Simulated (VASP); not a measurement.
A run of VASP 6.6.1 is set up as follows.

File INCAR:

```
SYSTEM = ZnSiP2
ALGO     = Normal         ! electronic algorithm
EDIFF    = 1E-7           ! SCF threshold, eV
EDIFFG   = -0.005         ! ionic threshold
ENCUT    = 500            ! plane-wave cutoff, eV
GGA      = PS             ! functional
GGA_COMPAT= .False.      
IBRION   = 2              ! ionic algorithm
ISIF     = 3              ! what is computed and relaxed
ISMEAR   = -1             ! smearing method
LASPH    = .True.         ! aspherical terms in the spheres
LCHARG   = .False.        ! write CHGCAR
LREAL    = .False.        ! projectors in reciprocal space
LWAVE    = .False.        ! write WAVECAR
NELM     = 120            ! most SCF steps
NELMIN   = 4            
NSW      = 80             ! ionic steps
PREC     = Accurate       ! precision mode
SIGMA    = 0.02           ! smearing width, eV
```

Contents of KPOINTS:

```
k-points
0
Gamma
  6 6 6
  0 0 0
```

POSCAR

```
ZnSiP2
1.0
   -2.7092502229      2.7092502229      5.2696904165
    2.7092502229     -2.7092502229      5.2696904165
    2.7092502229      2.7092502229     -5.2696904165
Zn P Si
2 4 2
Direct
    0.0000000000      0.0000000000      0.0000000000
    0.7500000000      0.2500000000      0.5000000000
    0.3750000000      0.3923061849      0.5173061849
    0.1423061849      0.6250000000      0.0173061849
    0.8750000000      0.8576938151      0.4826938151
    0.6076938151      0.1250000000     -0.0173061849
    0.5000000000      0.5000000000      0.0000000000
    0.2500000000      0.7500000000      0.5000000000
```

Potentials or basis: VASP PAW PBE potentials, release 64 (Zn, P, Si).

Launch:

```sh
$ cat potpaw_PBE.64/Zn/POTCAR potpaw_PBE.64/P/POTCAR potpaw_PBE.64/Si/POTCAR > POTCAR
$ mpirun -np 1 vasp_std > vasp.out
```

Question: What does it give for the band gap on the k mesh?

Answer: 1.16 eV.

Question: Predict the relaxed volume.

Answer: 18.74 Å³/atom.

Question: What does it give for the space group after relaxing (to 0.1 Å)?

Answer: I-42d (No. 122).

Final structure:
```
Zn P Si
1.0
    -2.67878    2.67878    5.22289
     2.67878   -2.67878    5.22289
     2.67878    2.67878   -5.22289
Zn P Si
2 4 2
Cartesian
  0.0000 0.0000 0.0000
  0.0000 2.6788 2.6114
  1.4190 1.3394 1.3057
  1.3394 -1.2597 3.9172
  1.2597 1.3394 6.5286
  1.3394 3.9385 -1.3057
  0.0000 0.0000 5.2229
  2.6788 0.0000 2.6114
```

Caveat: the PAW data sets were made with another functional, which shifts forces and pressure a little. A k mesh can miss the band edges.
